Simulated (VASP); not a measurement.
# SiGe (P6_3mc) in VASP: a series of runs, part 2 of 2

VASP 6.6.1.

### Step 3. Single point, r2SCAN (20.66 Å³/atom)

This run uses another cell than the first one, of 20.66 Å³/atom.

File POSCAR:

```
SiGe
1.0
    3.8633733847      0.0000000000      0.0000000000
   -1.9316866924      3.3457794955      0.0000000000
    0.0000000000      0.0000000000      6.3936580700
Si Ge
2 2
Direct
    0.6666666667      0.3333333333      0.8742942448
    0.3333333333      0.6666666667      0.3742942448
    0.6666666667      0.3333333333      0.5007047552
    0.3333333333      0.6666666667      0.0007047552
```

File INCAR.step1:

```
  ALGO = Normal
  EDIFF = 1E-4
  ENCUT = 520
  GGA = PE
  ISMEAR = 0
  LASPH = True
  LCHARG = False
  LREAL = False
  LWAVE = True
  NBANDS = 26
  NELM = 60
  PREC = Accurate
  SIGMA = 0.02
```

File INCAR.step2:

```
  ALGO = Normal
  EDIFF = 1E-6
  ENCUT = 520
  ISIF = 2
  ISMEAR = 0
  ISTART = 1
  LASPH = True
  LCHARG = False
  LMIXTAU = True
  LREAL = False
  LWAVE = False
  METAGGA = R2SCAN
  NBANDS = 26
  NELM = 60
  PREC = Accurate
  SIGMA = 0.02
```

File KPOINTS:

```
k-points
0
Gamma
  12 12 4
```

Potentials or basis: VASP PAW PBE potentials, release 64 (Si, Ge_d).

Launch:

```sh
$ cat potpaw_PBE.64/Si/POTCAR potpaw_PBE.64/Ge_d/POTCAR > POTCAR
$ cp INCAR.step1 INCAR
$ mpirun -np 1 vasp_std > vasp.out
$ cp INCAR.step2 INCAR
$ mpirun -np 1 vasp_std > vasp.out
```

OUTCAR:

```text
EDIFF = 1E-6
   ENCUT = 520
   ISIF = 2
   ISMEAR = 0
   ISTART = 1
   LASPH = True
   LREAL = False
   METAGGA = R2SCAN
   NELM = 60
   PREC = Accurate

 ion  position               nearest neighbor table
   1  0.667  0.333  0.874-   4 2.37   4 2.37   4 2.37   3 2.39
   2  0.333  0.667  0.374-   3 2.37   3 2.37   3 2.37   4 2.39
   3  0.667  0.333  0.501-   2 2.37   2 2.37   2 2.37   1 2.39
   4  0.333  0.667  0.001-   1 2.37   1 2.37   1 2.37   2 2.39

  LATTYP: Found a hexagonal cell.
[... 896 lines left out ...]

  FORCE on cell =-STRESS in cart. coord.  units (eV):
  Direction    XX          YY          ZZ          XY          YZ          ZX
  --------------------------------------------------------------------------------------
  -------------------------------------------------------------------------------------
  Total        1.4072575      1.4072575      1.3583920     -0.0000000      0.0000000      0.0000000
  in kB       27.2816576     27.2816576     26.3343304     -0.0000000      0.0000000      0.0000000
  external PRESSURE =      26.9658819 kB  Pullay stress =       0.0000000 kB

 VOLUME and BASIS-vectors are now :
 -----------------------------------------------------------------------------
  energy-cutoff  :      520.00
  volume of cell :       82.64
      direct lattice vectors                 reciprocal lattice vectors
     3.863373385  0.000000000  0.000000000     0.258841147  0.149442006  0.000000000
    -1.931686692  3.345779495  0.000000000     0.000000000  0.298884012  0.000000000
     0.000000000  0.000000000  6.393658070     0.000000000  0.000000000  0.156404986

 POSITION                                       TOTAL-FORCE (eV/Angst)
 -----------------------------------------------------------------------------------
      1.93169      1.11526      5.58994        -0.000000      0.000000      0.000226
     -0.00000      2.23052      2.39311        -0.000000     -0.000000      0.000226
      1.93169      1.11526      3.20133         0.000000     -0.000000     -0.000226
     -0.00000      2.23052      0.00451         0.000000      0.000000     -0.000226
 -----------------------------------------------------------------------------------
    total drift:                               -0.000000     -0.000001      0.016308

  FREE ENERGIE OF THE ION-ELECTRON SYSTEM (eV)
  ---------------------------------------------------
  free  energy   TOTEN  =       -45.1548408402 eV

  energy  without entropy=      -45.1548408402  energy(sigma->0) =      -45.15484084
```

OUTCAR.step1:

```text
EDIFF = 1E-4
   ENCUT = 520
   GGA = PE
   ISMEAR = 0
[... 928 lines left out ...]
      1.93169      1.11526      5.58994         0.000000     -0.000000      0.002315
     -0.00000      2.23052      2.39311        -0.000000      0.000000      0.002315
      1.93169      1.11526      3.20133         0.000000      0.000000     -0.002315
     -0.00000      2.23052      0.00451         0.000000      0.000000     -0.002315
 -----------------------------------------------------------------------------------
    total drift:                               -0.000000     -0.000001      0.003239

  FREE ENERGIE OF THE ION-ELECTRON SYSTEM (eV)
  ---------------------------------------------------
  free  energy   TOTEN  =       -19.6620801054 eV

  energy  without entropy=      -19.6620801054  energy(sigma->0) =      -19.66208011
```

Run time: 6.8 min. Hardware: 1 thread of Oxide Virtual Turin-like, shared host; peak memory 0.24 GiB.

What came out:

- Free energy: -45.1548 eV
- Pressure: 2.7 GPa
- Band gap on the k mesh: 0.61 eV (least direct gap 0.88 eV)

Stress tensor (GPa, compression positive):
```
2.73 0.00 0.00
0.00 2.73 0.00
0.00 0.00 2.63
```

Levels at points of the mesh, in eV from the valence-band top:
| k point | band 14 | band 15 | band 16 | band 17 | band 18 | band 19 | band 20 | band 21 | band 22 | band 23 |
| --- | --- | --- | --- | --- | --- | --- | --- | --- | --- | --- |
| (0.00, 0.00, 0.00) | -1.71 | -1.71 | -0.37 | 0.00 | 0.00 | 0.88 | 2.12 | 2.21 | 2.21 | 3.06 |
| (0.50, 0.00, 0.00) | -6.73 | -5.09 | -3.43 | -3.23 | -1.66 | 0.62 | 2.40 | 3.51 | 3.58 | 4.61 |
| (0.00, 0.00, 0.50) | -4.79 | -1.05 | -1.05 | -1.05 | -1.05 | 1.69 | 1.69 | 3.34 | 3.34 | 3.34 |
| (0.50, 0.00, 0.50) | -8.02 | -2.80 | -2.80 | -2.72 | -2.72 | 0.93 | 0.93 | 2.06 | 2.06 | 6.25 |

Caveat: semilocal functionals underestimate gaps, and a narrow one can read as zero; the PAW data sets were made with another functional, which shifts forces and pressure a little.

### Step 4. Single point, r2SCAN

This run uses another cell than the first one, of 21.30 Å³/atom.

File POSCAR:

```
SiGe
1.0
    3.9043776428      0.0000000000      0.0000000000
   -1.9521888214      3.3812902246      0.0000000000
    0.0000000000      0.0000000000      6.4536796666
Si Ge
2 2
Direct
    0.6666666667      0.3333333333      0.8744661519
    0.3333333333      0.6666666667      0.3744661519
    0.6666666667      0.3333333333      0.5005328481
    0.3333333333      0.6666666667      0.0005328481
```

File INCAR.step1:

```
SYSTEM = SiGe
ALGO = Normal
EDIFF = 1E-4
ENCUT = 520
GGA = PE
ISMEAR = 0
LASPH = .True.
LCHARG = .False.
LREAL = .False.
LWAVE = .True.
NBANDS = 26
NELM = 100
PREC = Accurate
SIGMA = 0.02
```

File INCAR.step2:

```
SYSTEM = SiGe
ALGO = Normal
EDIFF = 1E-7
ENCUT = 520
ISIF = 2
ISMEAR = 0
ISTART = 1
LASPH = .True.
LCHARG = .False.
LMIXTAU = .True.
LREAL = .False.
LWAVE = .False.
METAGGA = R2SCAN
NBANDS = 26
NELM = 100
PREC = Accurate
SIGMA = 0.02
```

File KPOINTS:

```
k-points
0
Gamma
  12 12 4
  0 0 0
```

Launch:

```sh
$ cat potpaw_PBE.64/Si/POTCAR potpaw_PBE.64/Ge_d/POTCAR > POTCAR
$ cp INCAR.step1 INCAR
$ mpirun -np 1 vasp_std > vasp.out
$ cp INCAR.step2 INCAR
$ mpirun -np 1 vasp_std > vasp.out
```

Run time: 7 min. Hardware: 1 thread of Oxide Virtual Turin-like, shared host; peak memory 0.24 GiB.

Results (log left out):

```
Free energy            : -45.1759 eV
Pressure               : -0.1 GPa
Largest force          : 0.003 eV/Å
Band gap on the k mesh : 0.66 eV (least direct gap 0.78 eV)
```

Forces on the atoms (eV/Å):
```
Si   0.000  0.000 -0.003
Si   0.000  0.000 -0.003
Ge   0.000  0.000  0.003
Ge   0.000  0.000  0.003
```

Levels at points of the mesh, in eV from the valence-band top:
| k point | band 15 | band 16 | band 17 | band 18 | band 19 | band 20 | band 21 | band 22 |
| --- | --- | --- | --- | --- | --- | --- | --- | --- |
| (0.00, 0.00, 0.00) | -1.66 | -0.34 | 0.00 | 0.00 | 0.78 | 1.91 | 2.23 | 2.23 |
| (0.50, 0.00, 0.00) | -4.92 | -3.32 | -3.09 | -1.61 | 0.66 | 2.33 | 3.54 | 3.60 |
| (0.00, 0.00, 0.50) | -1.01 | -1.01 | -1.01 | -1.01 | 1.58 | 1.58 | 3.34 | 3.34 |
| (0.50, 0.00, 0.50) | -2.71 | -2.71 | -2.63 | -2.63 | 0.93 | 0.93 | 2.11 | 2.11 |

Caveat: semilocal functionals underestimate gaps, and a narrow one can read as zero; the PAW data sets were made with another functional, which shifts forces and pressure a little. A k mesh can miss the band edges.

### Step 5. Summary

```tsv
cell	gap on the mesh (eV)	pressure (GPa)
a = 3.823, b = 3.823, c = 6.327 Å, angles 90.0, 90.0, 120.0°, 4 atoms, atomic positions A	0.56	5.9
a = 3.863, b = 3.863, c = 6.394 Å, angles 90.0, 90.0, 120.0°, 4 atoms, atomic positions B	0.61	2.7
a = 3.904, b = 3.904, c = 6.454 Å, angles 90.0, 90.0, 120.0°, 4 atoms, atomic positions C	0.66	-0.1
```

Alike in all rows: task single point; level r2SCAN; potentials or basis VASP PAW PBE potentials, release 64 (Si, Ge_d); no spin polarisation; k mesh 12 × 12 × 4; cutoff (eV) 520; smearing gaussian 0.02 eV.

Caveats: semilocal functionals underestimate gaps, and a narrow one can read as zero; the PAW data sets were made with another functional, which shifts forces and pressure a little; the cell stands under pressure (at least some runs).

Total energies depend on the potentials used, so only differences within one code and one set of settings carry meaning.
